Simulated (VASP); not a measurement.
Wanted: the native input for a VASP 6.6.1 run.

```yaml
Task: single point
Functional: PBEsol
Potentials_or_basis: VASP PAW PBE potentials, release 64 (Mg, O)
Cutoff: 520 eV
k_mesh: 10 × 10 × 10
Occupations: gaussian, width 0.05 eV
Spin: no spin polarisation
Dipole_correction: no
Further_INCAR_settings: ALGO = Normal; EDIFF = 1e-06; NBANDS = 11
```

The structure of MgO lies in POSCAR:

```
MgO
1.0
    0.0934128125      2.1351500000      2.1351500000
    2.1351500000      0.0934128125      2.1351500000
    2.2285628125      2.2285628125      0.0000000000
Mg O
1 1
Direct
    0.0000000000      0.0000000000      0.0000000000
    0.5000000000      0.5000000000      0.5000000000
```

This cell differs from its parent crystal: strain +0.0875 x Voigt [0, 0, 0, 0, 0, 1].

These files were run (other wordings do the same):

INCAR

```
SYSTEM = MgO
ALGO     = Normal         ! electronic algorithm
EDIFF    = 1E-6           ! SCF threshold, eV
ENCUT    = 520            ! plane-wave cutoff, eV
GGA      = PS             ! functional
ISIF     = 2              ! what is computed and relaxed
ISMEAR   = 0              ! smearing method
LASPH    = .TRUE.         ! aspherical terms in the spheres
LCHARG   = .TRUE.         ! write CHGCAR
LELF     = .TRUE.         ! ELF
LREAL    = .FALSE.        ! projectors in reciprocal space
LVHAR    = .TRUE.       
LWAVE    = .FALSE.        ! write WAVECAR
NBANDS   = 11             ! bands
NELM     = 100            ! most SCF steps
PREC     = Accurate       ! precision mode
SIGMA    = 0.05           ! smearing width, eV
```

KPOINTS

```
k-points
0
G
  10 10 10
  0 0 0
```

Potentials or basis: VASP PAW PBE potentials, release 64 (Mg, O).

Run with:

```bash
$ cat potpaw_PBE.64/Mg/POTCAR potpaw_PBE.64/O/POTCAR > POTCAR
$ mpirun -np 1 vasp_std > vasp.out
```

It gave:

- Pressure: -6.0 GPa
- Band gap on the k mesh: 3.83 eV, direct

Caveat: the cell differs from its parent crystal (strain +0.0875 x Voigt [0, 0, 0, 0, 0, 1]); the PAW data sets were made with another functional, which shifts forces and pressure a little.

Wall time 34 s on 1 thread of AMD EPYC 7R43 64-Core Processor (Zen 3), on a shared host, peak memory 0.13 GiB.
